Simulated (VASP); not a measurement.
# NaCl in VASP: further runs

NaCl is run at these levels: PBE; tasks: single point, relaxation of cell and atoms.

All numbers are computed with VASP 6.6.1; they aren't measurements. Logs are shortened: lines on timing, memory, paths and dates and some standing lists are left out, and cuts for length are marked.

## (1) The cell of the first run

The typed cell holds 8 atoms: a = 4.117 Å, b = 6.805 Å, c = 6.670 Å, α = 90.08°, β = 89.99°, γ = 89.94°.

## (2) Single point, PBE

INCAR

```
  ALGO = Normal
  EDIFF = 1E-6
  ENCUT = 520
  GGA = PE
  ISIF = 2
  ISMEAR = 0
  LASPH = T
  LCHARG = T
  LELF = T
  LREAL = F
  LVHAR = T
  LWAVE = F
  NBANDS = 38
  NELM = 100
  PREC = Accurate
  SIGMA = 0.1
```

KPOINTS

```
k-points
0
Gamma
  2 2 1
```

POSCAR

```
NaCl
1.0
   -4.1168781720      0.0015284913     -0.0017278592
   -0.0044290525      0.0030290724     -6.8047112572
   -0.0032186639     -6.6698268987      0.0064611778
Na Cl
4 4
Direct
   -0.0002399793      0.7494955679     -0.0004448828
   -0.0000007481      0.2495374267     -0.0001577623
    0.5004142563      0.7503814314      0.5006102686
    0.5000623898      0.2506546470      0.4998695524
    0.4999113287     -0.0002387742     -0.1635687059
   -0.5002124619      0.4997621485      0.1631995804
    0.9999479569     -0.0000939441      0.3368459208
    0.0001172576      0.5005014969      0.6636460291
```

Potentials or basis: VASP PAW PBE potentials, release 64 (Na_pv, Cl).

The run is started by

```bash
$ cat potpaw_PBE.64/Na_pv/POTCAR potpaw_PBE.64/Cl/POTCAR > POTCAR
$ mpirun -np 1 vasp_std > vasp.out
```

OUTCAR:

```text
EDIFF = 1E-6
   ENCUT = 520
   GGA = PE
   ISIF = 2
   ISMEAR = 0
   LASPH = T
   LREAL = F
   NELM = 100
   PREC = Accurate

 ion  position               nearest neighbor table
   1  1.000  0.749  1.000-
   2  1.000  0.250  1.000-
   3  0.500  0.750  0.501-
   4  0.500  0.251  0.500-
   5  0.500  1.000  0.836-
   6  0.500  0.500  0.163-
   7  1.000  1.000  0.337-
   8  0.000  0.501  0.664-

  LATTYP: Found a triclinic cell.
 ALAT       =     7.9493913683
 B/A-ratio  =     0.5178860403
 C/A-ratio  =     0.8390366628
 COS(alpha) =     0.0001108898
 COS(beta)  =     0.0012674294
 COS(gamma) =     0.5169694767

  Lattice vectors:

 A1 = (  -4.1124491195,  -0.0015005811,   6.8029833980)
 A2 = (  -4.1168781720,   0.0015284913,  -0.0017278592)
 A3 = (  -0.0032186639,  -6.6698268987,   0.0064611778)

Analysis of symmetry for initial positions (statically):
=====================================================================
 Subroutine PRICEL returns:
 Original cell was already a primitive cell.

 Routine SETGRP: Setting up the symmetry group for a
 triclinic supercell.

 Subroutine GETGRP returns: Found  1 space group operations
 (whereof  1 operations were pure point group operations)
 out of a pool of  2 trial point group operations.

The static configuration has the point symmetry C_1 .

Analysis of symmetry for dynamics (positions and initial velocities):
=====================================================================
 Subroutine PRICEL returns:
 Original cell was already a primitive cell.

 Routine SETGRP: Setting up the symmetry group for a
 triclinic supercell.

 Subroutine GETGRP returns: Found  1 space group operations
 (whereof  1 operations were pure point group operations)
 out of a pool of  2 trial point group operations.

The dynamic configuration has the point symmetry C_1 .

 Subroutine INISYM returns: Found  1 space group operations
 (whereof  1 operations are pure point group operations),
 and found     1 'primitive' translations

----------------------------------------------------------------------------------------

                                     Primitive cell

  volume of cell :     186.8495

  direct lattice vectors                    reciprocal lattice vectors
    -4.116878172  0.001528491 -0.001727859    -0.242902523  0.000117371  0.000158153
    -0.004429052  0.003029072 -6.804711257     0.000061625 -0.000142390 -0.146957111
    -0.003218664 -6.669826899  0.006461178    -0.000055637 -0.149928966 -0.000066704

  length of vectors
     4.116878818  6.804713373  6.669830805     0.242902603  0.146957192  0.149928991

  position of ions in fractional coordinates (direct lattice)
     0.999760021  0.749495568  0.999555117
     0.999999252  0.249537427  0.999842238
     0.500414256  0.750381431  0.500610269
     0.500062390  0.250654647  0.499869552
     0.499911329  0.999761226  0.836431294
     0.499787538  0.499762148  0.163199580
     0.999947957  0.999906056  0.336845921
     0.000117258  0.500501497  0.663646029

  ion indices of the primitive-cell ions
   primitive index   ion index
                 1           1
                 2           2
                 3           3
                 4           4
                 5           5
                 6           6
                 7           7
                 8           8

----------------------------------------------------------------------------------------

 KPOINTS: k-points

Automatic generation of k-mesh.
 Grid dimensions read from file:
 generate k-points for:    2    2    1

 Generating k-lattice:

  Cartesian coordinates                     Fractional coordinates (reciprocal lattice)
    -0.121451261  0.000058685  0.000079076     0.500000000 -0.000000000  0.000000000
     0.000030813 -0.000071195 -0.073478555     0.000000000  0.500000000 -0.000000000
    -0.000055637 -0.149928966 -0.000066704    -0.000000000 -0.000000000  1.000000000

  Length of vectors
     0.121451301  0.073478596  0.149928991

  Shift w.r.t. Gamma in fractional coordinates (k-lattice)
     0.000000000  0.000000000  0.000000000

 Subroutine IBZKPT returns following result:
 ===========================================

 Found      4 irreducible k-points:

 Following reciprocal coordinates:
            Coordinates               Weight
  0.000000  0.000000  0.000000      1.000000
  0.500000 -0.000000  0.000000      1.000000
  0.000000  0.500000 -0.000000      1.000000
  0.500000  0.500000 -0.000000      1.000000
   k-points           NKPTS =      4   k-points in BZ     NKDIM =      4   number of bands    NBANDS=     38
   number of dos      NEDOS =    301   number of ions     NIONS =      8
   total plane-waves  NPLWV =  86400
   dimension x,y,z NGX =    32 NGY =   54 NGZ =   50
   dimension x,y,z NGXF=    64 NGYF=  108 NGZF=  100
   ions per type =               4   4
   NGX,Y,Z   is equivalent  to a cutoff of  12.92, 13.19, 12.46 a.u.
   NGXF,Y,Z  is equivalent  to a cutoff of  25.84, 26.39, 24.93 a.u.
 SYSTEM =  unknown system
   PREC   = accura    normal or accurate (medium, high low for compatibility)
   ISTART =      0    job   : 0-new  1-cont  2-samecut
   ICHARG =      2    charge: 1-file 2-atom 10-const
   ISPIN  =      1    spin polarized calculation?
   LNONCOLLINEAR =      F non collinear calculations
   LSORBIT =      F    spin-orbit coupling
   LASPH  =      T    aspherical Exc in radial PAW
   ENCUT  =  520.0 eV  38.22 Ry    6.18 a.u.   7.65 12.65 12.40*2*pi/ulx,y,z
   NELM   =    100;   NELMIN=  2; NELMDL= -5     # of ELM steps
   EDIFF  = 0.1E-05   stopping-criterion for ELM
   LREAL  =      F    real-space projection
   EDIFFG = 0.1E-04   stopping-criterion for IOM
   NSW    =      0    number of steps for IOM
   IBRION =     -1    ionic relax: 0-MD 1-quasi-New 2-CG
   NFREE  =      0    steps in history (QN), initial steepest desc. (CG)
   ISIF   =      2    stress and relaxation
   ISYM   =      2    0-nonsym 1-usesym 2-fastsym
   POTIM  = 0.5000    time-step for ionic-motion
   TEBEG  =    0.0;   TEEND  =   0.0 temperature during run
   PSTRESS=    0.0 pullay stress
   NELECT =      56.0000    total number of electrons
   NUPDOWN=      -1.0000    fix difference up-down
   EMIN   =  10.00;   EMAX   =-10.00  energy-range for DOS
   EFERMI =   0.00;   METHOD = LEGACY
   ISMEAR =     0;   SIGMA  =   0.10  broadening in eV -4-tet -1-fermi 0-gaus
   EFERMI_NEDOS =   21; number of points for ismear=-14 and -15
   IALGO  =     38    algorithm
   IMIX   =      4    mixing-type and parameters
     AMIX     =   0.40;   BMIX     =  1.00
     AMIX_MAG =   1.60;   BMIX_MAG =  1.00
  volume/ion in A,a.u.               =      23.36       157.62
  Fermi-wavevector in a.u.,A,eV,Ry     =   1.095570  2.070327 16.330716  1.200274
  Thomas-Fermi vector in A             =   2.231896
   LORBIT       =      0    0 simple, 1 ext, 2 COOP (PROOUT), +10 PAW based schemes
   GGA     = PE    functional components
   LHFCALC =     F    Hartree Fock is set to
   AEXX    =    0.0000 exact exchange contribution
   IVDW    =     0    specifies the selected vdW correction
   LEPSILON=     F    determine dielectric tensor
   LRPA    =     F    only Hartree local field effects (RPA)
 non-spin polarized calculation
 Gauss-broadening in eV      SIGMA  =   0.10
  energy-cutoff  :      520.00
  volume of cell :      186.85
 maximum number of plane-waves:      5058
 NGX is ok and might be reduce to    32

 number of electron      55.9999987 magnetization

 Free energy of the ion-electron system (eV)
  ---------------------------------------------------
  ext. energy  EPLUGINS =         0.00000000
  ---------------------------------------------------
  free energy    TOTEN  =       -26.75577338 eV

  energy without entropy =      -26.75577338  energy(sigma->0) =      -26.75577338

 E-fermi :  -0.3388     XC(G=0):  -7.9798

 val. band max:       -0.7980399607   @ k =   0.0000   0.0000   0.0000
 cond. band min:       3.9878807607   @ k =   0.0000   0.0000   0.0000
 fundamental gap:      4.7859207214
 Fermi energy:        -0.3388265996

 k-point     1 :       0.0000    0.0000    0.0000
  band No.  band energies     occupation
      1     -21.9995      2.00000
      2     -21.9927      2.00000
      3     -21.9710      2.00000
      4     -21.9630      2.00000
      5     -21.9526      2.00000
      6     -21.9520      2.00000
[... 30 lines left out ...]
     37       9.3733      0.00000
     38       9.5438      0.00000

 k-point     2 :       0.5000   -0.0000    0.0000
  band No.  band energies     occupation
      1     -21.9919      2.00000
      2     -21.9916      2.00000
      3     -21.9613      2.00000
      4     -21.9609      2.00000
      5     -21.9604      2.00000
      6     -21.9599      2.00000
[... 30 lines left out ...]
     37       8.9626      0.00000
     38       8.9646      0.00000

 k-point     3 :       0.0000    0.5000   -0.0000
  band No.  band energies     occupation
      1     -21.9767      2.00000
      2     -21.9748      2.00000
      3     -21.9712      2.00000
      4     -21.9694      2.00000
      5     -21.9612      2.00000
      6     -21.9554      2.00000
[... 30 lines left out ...]
     37       9.8452      0.00000
     38       9.8593      0.00000

 k-point     4 :       0.5000    0.5000   -0.0000
  band No.  band energies     occupation
      1     -21.9721      2.00000
      2     -21.9706      2.00000
      3     -21.9665      2.00000
      4     -21.9654      2.00000
      5     -21.9589      2.00000
      6     -21.9573      2.00000
[... 30 lines left out ...]
     37       8.9747      0.00000
     38       8.9821      0.00000

------------------------ aborting loop because EDIFF is reached ----------------------------------------

  FORCE on cell =-STRESS in cart. coord.  units (eV):
  Direction    XX          YY          ZZ          XY          YZ          ZX
  --------------------------------------------------------------------------------------
  -------------------------------------------------------------------------------------
  Total       -0.0562875     -0.0678548     -0.0394800     -0.0017204      0.0231427     -0.0125811
  in kB       -0.4826480     -0.5818343     -0.3385287     -0.0147515      0.1984413     -0.1078790
  external PRESSURE =      -0.4676703 kB  Pullay stress =       0.0000000 kB

 VOLUME and BASIS-vectors are now :
 -----------------------------------------------------------------------------
  energy-cutoff  :      520.00
  volume of cell :      186.85
      direct lattice vectors                 reciprocal lattice vectors
    -4.116878172  0.001528491 -0.001727859    -0.242902523  0.000117371  0.000158153
    -0.004429052  0.003029072 -6.804711257     0.000061625 -0.000142390 -0.146957111
    -0.003218664 -6.669826899  0.006461178    -0.000055637 -0.149928966 -0.000066704

 POSITION                                       TOTAL-FORCE (eV/Angst)
 -----------------------------------------------------------------------------------
     -4.12243     -6.66306     -5.09537        -0.000651     -0.010997     -0.006078
     -4.12120     -6.66649     -1.69330         0.000455     -0.002377     -0.001106
     -2.06508     -3.33595     -5.10376         0.001778      0.011289      0.001984
     -2.06142     -3.33252     -1.70327         0.000294     -0.000550      0.007114
     -2.06519     -5.57506     -6.79855        -0.000354     -0.005402     -0.006824
     -2.06030     -1.08624     -3.40055        -0.001263     -0.001907     -0.001682
     -4.12218     -2.24215     -6.80362        -0.000770      0.002800     -0.002627
     -0.00484     -4.42489     -3.40148         0.000510      0.007144      0.009218
 -----------------------------------------------------------------------------------
    total drift:                                0.000030      0.000077     -0.000037

  FREE ENERGIE OF THE ION-ELECTRON SYSTEM (eV)
  ---------------------------------------------------
  free  energy   TOTEN  =       -26.7557733763 eV

  energy  without entropy=      -26.7557733763  energy(sigma->0) =      -26.75577338
```

Wall time 18 s (1 thread of Intel Xeon 6975P-C (Granite Rapids), shared host); peak memory 0.26 GiB.

Results:

| Property | Result |
| --- | --- |
| Free energy | -26.7558 eV |
| Pressure | 0.0 GPa |
| Largest force | 0.013 eV/Å |
| Band gap on the k mesh | 4.79 eV |

Forces in eV/Å, atoms in the order of the input:
```
Na  -0.001 -0.011 -0.006
Na   0.000 -0.002 -0.001
Na   0.002  0.011  0.002
Na   0.000 -0.001  0.007
Cl   0.000 -0.005 -0.007
Cl  -0.001 -0.002 -0.002
Cl  -0.001  0.003 -0.003
Cl   0.001  0.007  0.009
```

Levels at points of the mesh, in eV from the valence-band top:
```csv
k point,band 26,band 27,band 28,band 29,band 30,band 31
"(0.00, 0.00, 0.00)",-0.21,-0.15,0.00,4.79,7.14,7.38
"(0.50, 0.00, 0.00)",-0.68,-0.56,-0.56,7.85,7.85,8.29
"(0.00, 0.50, 0.00)",-0.25,-0.11,-0.10,6.21,6.22,7.24
"(0.50, 0.50, 0.00)",-0.52,-0.51,-0.51,7.85,7.85,7.85
```

Caveat: the k points lie up to 0.94 Å⁻¹ apart.

## (3) Single point, PBE

This run uses another cell than the first one: it holds 4 atoms, not 8.

INCAR

```
SYSTEM = NaCl
ALGO = Normal
EDIFF = 1E-6
ENCUT = 520
GGA = PE
ISIF = 2
ISMEAR = 0
LASPH = .TRUE.
LCHARG = .TRUE.
LELF = .TRUE.
LREAL = .FALSE.
LVHAR = .TRUE.
LWAVE = .FALSE.
NBANDS = 22
NELM = 60
PREC = Accurate
SIGMA = 0.1
```

KPOINTS

```
k-points
0
G
  6 6 4
  0 0 0
```

POSCAR

```
NaCl
1.0
    2.0584394092     -3.3349154024      0.0000000000
    2.0584394092      3.3349154024      0.0000000000
    0.0000000000      0.0000000000      6.8047133728
Na Cl
2 2
Direct
    0.5000000000      0.5000000000      0.5000000000
    0.5000000000      0.5000000000      0.0000000000
    0.8365559145      0.1634440855      0.2500000000
    0.1634440855      0.8365559145      0.7500000000
```

Potentials or basis: VASP PAW PBE potentials, release 64 (Na_pv, Cl).

The run is started by

```bash
$ cat potpaw_PBE.64/Na_pv/POTCAR potpaw_PBE.64/Cl/POTCAR > POTCAR
$ mpirun -np 1 vasp_std > vasp.out
```

It took 39 s on 1 thread of Intel Xeon 6975P-C (Granite Rapids), shared host; peak memory 0.23 GiB.

It converged, with:

| Property | Result |
| --- | --- |
| Free energy | -13.4383 eV |
| Pressure | -0.2 GPa |
| Largest force | 0.013 eV/Å |
| Band gap on the k mesh | 4.80 eV |

Forces on the atoms (eV/Å):
```
Na   0.000  0.000  0.000
Na   0.000  0.000  0.000
Cl   0.000 -0.013  0.000
Cl   0.000  0.013  0.000
```

Stress tensor (GPa, compression positive):
```
-1.08  0.00  0.00
 0.00  0.44  0.00
 0.00  0.00  0.14
```

Levels at points of the mesh, in eV from the valence-band top:
| k point | band 10 | band 11 | band 12 | band 13 | band 14 | band 15 | band 16 | band 17 | band 18 | band 19 |
| --- | --- | --- | --- | --- | --- | --- | --- | --- | --- | --- |
| (0.00, 0.00, 0.00) | -0.34 | -0.24 | -0.20 | -0.15 | 0.00 | 4.80 | 7.15 | 9.85 | 10.19 | 10.88 |
| (0.50, 0.00, 0.00) | -1.44 | -1.11 | -0.62 | -0.52 | -0.28 | 7.56 | 7.95 | 7.97 | 9.43 | 10.01 |
| (0.50, 0.50, 0.00) | -1.43 | -0.97 | -0.77 | -0.67 | -0.49 | 7.39 | 7.56 | 8.27 | 9.81 | 9.94 |
| (0.00, 0.00, 0.50) | -1.22 | -0.25 | -0.25 | -0.10 | -0.10 | 6.22 | 6.22 | 9.61 | 9.61 | 10.72 |
| (0.50, 0.00, 0.50) | -1.81 | -0.65 | -0.65 | -0.40 | -0.40 | 7.34 | 7.34 | 8.94 | 8.94 | 10.35 |
| (0.50, 0.50, 0.50) | -1.77 | -0.63 | -0.63 | -0.62 | -0.62 | 7.26 | 7.26 | 8.87 | 8.87 | 10.66 |

A k mesh can miss the band edges.

## (4) Relaxation of cell and atoms, PBE

This run uses another cell than the first one: it holds 4 atoms, not 8.

INCAR

```
ALGO = Normal
EDIFF = 1E-6
EDIFFG = -0.01
ENCUT = 600
GGA = PE
IBRION = 2
ISIF = 3
ISMEAR = 0
LASPH = True
LCHARG = False
LREAL = False
LWAVE = False
NELM = 60
NSW = 100
PREC = Accurate
SIGMA = 0.02
```

KPOINTS

```
k-points
0
Gamma
  6 6 4
```

POSCAR is that of step 3.

The run is started by

```bash
$ cat potpaw_PBE.64/Na_pv/POTCAR potpaw_PBE.64/Cl/POTCAR > POTCAR
$ mpirun -np 1 vasp_std > vasp.out
```

It took 10 min on 1 thread of Oxide Virtual Turin-like, shared host; peak memory 0.22 GiB.

Results (log left out):

| Quantity | Value |
| --- | --- |
| Free energy | -13.4553 eV |
| Relaxed volume | 23.18 Å³/atom |
| Relaxed cell | a = 3.956 Å, b = 3.956 Å, c = 6.837 Å, α = 90.00°, β = 90.00°, γ = 119.96° |
| Space group after relaxing (to 0.1 Å) | P6_3/mmc (No. 194) |
| Energy gained by relaxing | 4.1 meV/atom |
| Ionic steps | 12 |
| Pressure after relaxing | 0.0 GPa |
| Largest force after relaxing | 0.009 eV/Å |
| Band gap on the k mesh | 4.89 eV |

Forces on the atoms (eV/Å):
```
Na   0.000  0.000  0.000
Na   0.000  0.000  0.000
Cl   0.000  0.009  0.000
Cl   0.000 -0.009  0.000
```

Step by step:
```tsv
step	energy change (eV)	largest force (eV/Å)	pressure (GPa)	volume (Å³)
1	0.0000	0.0125	-0.15	93.42
2	-0.0051	0.0056	-0.09	93.14
3	-0.0141	0.0183	0.09	92.24
4	-0.0148	0.0282	0.21	91.86
5	-0.0148	0.0275	0.20	91.90
6	-0.0157	0.0272	0.04	92.53
7	-0.0158	0.0268	-0.01	92.76
8	-0.0157	0.0261	-0.13	93.22
9	-0.0158	0.0271	-0.04	92.89
10	-0.0160	0.0225	-0.02	92.83
11	-0.0162	0.0146	0.01	92.69
12	-0.0164	0.0091	0.01	92.71
```

Final structure:
```
Na Cl
1.0
     1.97940   -3.42532    0.00000
     1.97940    3.42532    0.00000
     0.00000    0.00000    6.83686
Na Cl
2 2
Direct
  0.50000 0.50000 0.50000
  0.50000 0.50000 0.00000
  0.83439 0.16561 0.25000
  0.16561 0.83439 0.75000
```

Levels at points of the mesh, in eV from the valence-band top:
```csv
k point,band 11,band 12,band 13,band 14,band 15,band 16,band 17,band 18
"(0.00, 0.00, 0.00)",-0.20,-0.20,-0.01,0.00,4.89,7.26,9.90,10.19
"(0.50, 0.00, 0.00)",-1.03,-0.60,-0.54,-0.29,7.57,7.92,8.10,9.66
"(0.50, 0.50, 0.00)",-1.02,-0.61,-0.54,-0.30,7.58,7.91,8.14,9.67
"(0.00, 0.00, 0.50)",-0.11,-0.11,-0.10,-0.10,6.33,6.33,9.65,9.65
"(0.50, 0.00, 0.50)",-0.61,-0.61,-0.42,-0.42,7.39,7.39,8.94,8.94
"(0.50, 0.50, 0.50)",-0.61,-0.61,-0.42,-0.42,7.38,7.38,8.95,8.95
```

A k mesh can miss the band edges.

## (5) Summary

```csv
task,cell,k mesh,cutoff (eV),smearing,gap on the mesh (eV),pressure (GPa),largest force (eV/Å)
single point,"a = 4.117, b = 6.805, c = 6.670 Å, angles 90.1, 90.0, 89.9°, 8 atoms, atomic positions A",2 × 2 × 1,520,gaussian 0.1 eV,4.79,0.0,0.01
single point,"a = 3.919, b = 3.919, c = 6.805 Å, angles 90.0, 90.0, 116.6°, 4 atoms, atomic positions B",6 × 6 × 4,520,gaussian 0.1 eV,4.80,-0.2,0.01
relaxation of cell and atoms,"relaxed from a = 3.919, b = 3.919, c = 6.805 Å, angles 90.0, 90.0, 116.6°, 4 atoms, atomic positions B",6 × 6 × 4,600,gaussian 0.02 eV,4.89,0.0,0.01
```

Alike in all rows: level PBE; potentials or basis VASP PAW PBE potentials, release 64 (Na_pv, Cl); no spin polarisation.

Caveats: some runs use coarse meshes.

Absolute energies hang on the potentials; compare differences alone.
